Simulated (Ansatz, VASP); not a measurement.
Two plane-wave programs on Ru

The input INCAR:

```
PREC = Accurate
ENCUT = 520
EDIFF = 1E-6
ISMEAR = 0
SIGMA = 0.15
LREAL = False
LASPH = True
NELM = 80
ALGO = Fast
ISIF = 2
LWAVE = False
LCHARG = False
NBANDS = 13
```

Contents of KPOINTS:

```
Automatic mesh
0
Gamma
  22 22 22
```

The input POSCAR:

```
Ru
1.0
    0.0000000000      1.9150000000      1.8575500000
    1.9150000000      0.0000000000      1.8575500000
    1.9150000000      1.9150000000      0.0000000000
Ru
1
Direct
    0.0000000000      0.0000000000      0.0000000000
```

Input for Ansatz:

```yaml
crystal:
  lattice:
    - [0.0, 1.915, 1.85755]
    - [1.915, 0.0, 1.85755]
    - [1.915, 1.915, 0.0]
  atoms:
    - { symbol: Ru, position: [0.0, 0.0, 0.0] }
basis:
  ecutwfc: 420
kpoints:
  mp_grid: { grid: [22, 22, 22] }
hamiltonian:
  xc: lda
scf:
  occupations: { method: gaussian, width: 0.15 }
output:
  forces: true
  stress: true
  eigenvalues: true
```

Change from the starting cell: strain +0.000 along x and y, -0.030 along z, atoms carried along.

Alike in both runs: task single point; functional LDA; k mesh 22 × 22 × 22; occupations gaussian, width 0.15 eV; no spin polarisation.

```csv
,VASP,Ansatz
version,VASP 6.6.1,Ansatz 0.2.0
potentials or method,"VASP PAW LDA potentials, release 64 (Ru_pv), cutoff 520 eV","scalar-relativistic, plane waves, PAW"
valence electrons in the cell,14,16
```

Ansatz gave:

```
gap on the k mesh at the Fermi level (eV)                     : none
pressure (GPa)                                                : -11.8
traceless stress, the component that is largest in VASP (GPa) : 5.29
```

Q: Which values does VASP return?

A: gap on the k mesh at the Fermi level (eV): none; pressure (GPa): -11.0; traceless stress, the component that is largest in VASP (GPa): 5.29.

LDA's correlation is that of Perdew and Zunger in VASP and of Perdew and Wang (1992) in Ansatz. A gap of «none» marks a metal or a gap that the smearing closes. VASP's potentials hold 14 valence electrons a cell and Ansatz's 16, so a difference there can come from the potentials and not from the codes.
